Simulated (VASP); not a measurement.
# W (Im-3m) in VASP: notebook, part 2 of 2

VASP 6.6.1. Earlier steps stand in the parts before.

## (3) Single point, r2SCAN

Input file POSCAR:

```
W
1.0
   -1.5848038465      1.5848038465      1.5848038465
    1.5848038465     -1.5848038465      1.5848038465
    1.5848038465      1.5848038465     -1.5848038465
W
1
Direct
    0.0000000000      0.0000000000      0.0000000000
```

Input file INCAR.step1:

```
SYSTEM = W
PREC = Accurate ; ENCUT = 520
ISMEAR = 1 ; SIGMA = 0.3
LREAL = .FALSE. ; LASPH = .TRUE.
NELM = 80 ; NBANDS = 13
GGA = PE ; ALGO = Normal
EDIFF = 1E-4 ; LWAVE = .TRUE.
LCHARG = .FALSE.
```

Input file INCAR.step2:

```
SYSTEM = W
PREC = Accurate ; ENCUT = 520
EDIFF = 1E-6 ; ISMEAR = 1
SIGMA = 0.3 ; LREAL = .FALSE.
LASPH = .TRUE. ; NELM = 80
ALGO = Normal ; ISIF = 2
LWAVE = .FALSE. ; LCHARG = .TRUE.
METAGGA = R2SCAN ; LMIXTAU = .TRUE.
LELF = .TRUE. ; LVHAR = .TRUE.
NBANDS = 13 ; ISTART = 1
```

Input file KPOINTS:

```
Automatic mesh
0
G
  14 14 14
  0 0 0
```

Potentials or basis: VASP PAW PBE potentials, release 64 (W_sv).

On the command line:

```bash
$ cat potpaw_PBE.64/W_sv/POTCAR > POTCAR
$ cp INCAR.step1 INCAR
$ mpirun -np 1 vasp_std > vasp.out
$ cp INCAR.step2 INCAR
$ mpirun -np 1 vasp_std > vasp.out
```

OUTCAR:

```text
SYSTEM = W
   PREC = Accurate
   ENCUT = 520
   EDIFF = 1E-6
   ISMEAR = 1
   LREAL = .FALSE.
   LASPH = .TRUE.
   NELM = 80
   ISIF = 2
   METAGGA = R2SCAN
   ISTART = 1

 ion  position               nearest neighbor table
   1  0.000  0.000  0.000-

  LATTYP: Found a body centered cubic cell.
 ALAT       =     3.1696076930

  Lattice vectors:

 A1 = (  -1.5848038465,   1.5848038465,   1.5848038465)
 A2 = (   1.5848038465,  -1.5848038465,   1.5848038465)
 A3 = (   1.5848038465,   1.5848038465,  -1.5848038465)

Analysis of symmetry for initial positions (statically):
=====================================================================
 Subroutine PRICEL returns:
 Original cell was already a primitive cell.

 Routine SETGRP: Setting up the symmetry group for a
 body centered cubic supercell.

 Subroutine GETGRP returns: Found 48 space group operations
 (whereof 48 operations were pure point group operations)
 out of a pool of 48 trial point group operations.

[... 166 lines left out ...]

 k-point     1 :       0.0000    0.0000    0.0000
  band No.  band energies     occupation
      1     -64.9070      2.00000
      2     -27.7721      2.00000
      3     -27.7721      2.00000
      4     -27.7721      2.00000
      5       1.1217      2.00000
      6       9.9470      2.00000
      7       9.9470      2.00000
      8       9.9470      2.00000
      9      13.7716     -0.00000
     10      13.7716     -0.00000
     11      26.4767      0.00000
     12      26.4767      0.00000
     13      26.4767      0.00000
[... 354 lines left out ...]
  band No.  band energies     occupation
      1     -64.7410      2.00000
      2     -28.8108      2.00000
      3     -28.6042      2.00000
      4     -27.9407      2.00000
      5       6.5762      2.00000
      6       8.0656      2.00000
      7       8.7809      2.00000
      8      13.9081     -0.00000
      9      14.5191     -0.00000
     10      20.0937      0.00000
     11      21.7350      0.00000
     12      23.8796      0.00000
     13      29.1399      0.00000

 [... further k-points ...]

------------------------ aborting loop because EDIFF is reached ----------------------------------------

  FORCE on cell =-STRESS in cart. coord.  units (eV):
  Direction    XX          YY          ZZ          XY          YZ          ZX
  --------------------------------------------------------------------------------------
  -------------------------------------------------------------------------------------
  Total        0.1230193      0.1230193      0.1230193     -0.0000000      0.0000000      0.0000000
  in kB       12.3793331     12.3793331     12.3793331     -0.0000000      0.0000000      0.0000000
  external PRESSURE =      12.3793331 kB  Pullay stress =       0.0000000 kB

 VOLUME and BASIS-vectors are now :
 -----------------------------------------------------------------------------
  energy-cutoff  :      520.00
  volume of cell :       15.92
      direct lattice vectors                 reciprocal lattice vectors
    -1.584803847  1.584803847  1.584803847     0.000000000  0.315496458  0.315496458
     1.584803847 -1.584803847  1.584803847     0.315496458  0.000000000  0.315496458
     1.584803847  1.584803847 -1.584803847     0.315496458  0.315496458  0.000000000

 POSITION                                       TOTAL-FORCE (eV/Angst)
 -----------------------------------------------------------------------------------
      0.00000      0.00000      0.00000        -0.000000      0.000000     -0.000000
 -----------------------------------------------------------------------------------
    total drift:                                0.000000     -0.000000      0.000000

  FREE ENERGIE OF THE ION-ELECTRON SYSTEM (eV)
  ---------------------------------------------------
  free  energy   TOTEN  =       -51.3458581221 eV

  energy  without entropy=      -51.3448240785  energy(sigma->0) =      -51.34551344
```

OSZICAR.step1:

```text
N       E                     dE             d eps       ncg     rms          rms(c)
DAV:   1     0.832806205459E+02    0.83281E+02   -0.74683E+03  2733   0.123E+03
DAV:   2    -0.119803914584E+02   -0.95261E+02   -0.91690E+02  3069   0.317E+02
DAV:   3    -0.135633123493E+02   -0.15829E+01   -0.15753E+01  2889   0.394E+01
DAV:   4    -0.135697068177E+02   -0.63945E-02   -0.63943E-02  3029   0.277E+00
DAV:   5    -0.135697619438E+02   -0.55126E-04   -0.55126E-04  2979   0.240E-01    0.208E+01
DAV:   6    -0.130793489352E+02    0.49041E+00   -0.40886E-01  2784   0.858E+00    0.831E+00
DAV:   7    -0.129486230025E+02    0.13073E+00   -0.22032E-01  2974   0.599E+00    0.674E-01
DAV:   8    -0.129446017497E+02    0.40213E-02   -0.43615E-03  2759   0.862E-01    0.855E-02
DAV:   9    -0.129445593660E+02    0.42384E-04   -0.10343E-04  2233   0.132E-01
   1 F= -.12944559E+02 E0= -.12943781E+02  d E =-.233389E-02
```

Wall time 2.4 min (1 thread of Intel Xeon 8259CL, shared host); peak memory 0.15 GiB.

What came out:

```
Free energy            : -51.3459 eV
Pressure               : 1.2 GPa
Band gap on the k mesh : zero (bands 7 and 8 overlap by 6.58 eV)
```

Levels at points of the mesh, in eV from the Fermi level:
| k point | band 3 | band 4 | band 5 | band 6 | band 7 | band 8 | band 9 | band 10 | band 11 | band 12 |
| --- | --- | --- | --- | --- | --- | --- | --- | --- | --- | --- |
| (0.00, 0.00, 0.00) | -39.06 | -39.06 | -10.17 | -1.34 | -1.34 | -1.34 | 2.48 | 2.48 | 15.19 | 15.19 |
| (0.50, 0.00, 0.00) | -39.50 | -39.07 | -6.60 | -3.79 | 0.45 | 2.32 | 3.36 | 6.23 | 11.52 | 12.00 |
| (0.50, 0.50, 0.50) | -40.01 | -40.01 | -6.05 | -6.05 | 5.23 | 5.23 | 5.23 | 8.44 | 8.44 | 8.44 |

Caveat: so wide a smearing shifts energies and pressures; the PAW data sets were made with another functional, which shifts forces and pressure a little; spin-orbit coupling is left out, which moves the levels of the heavy elements.
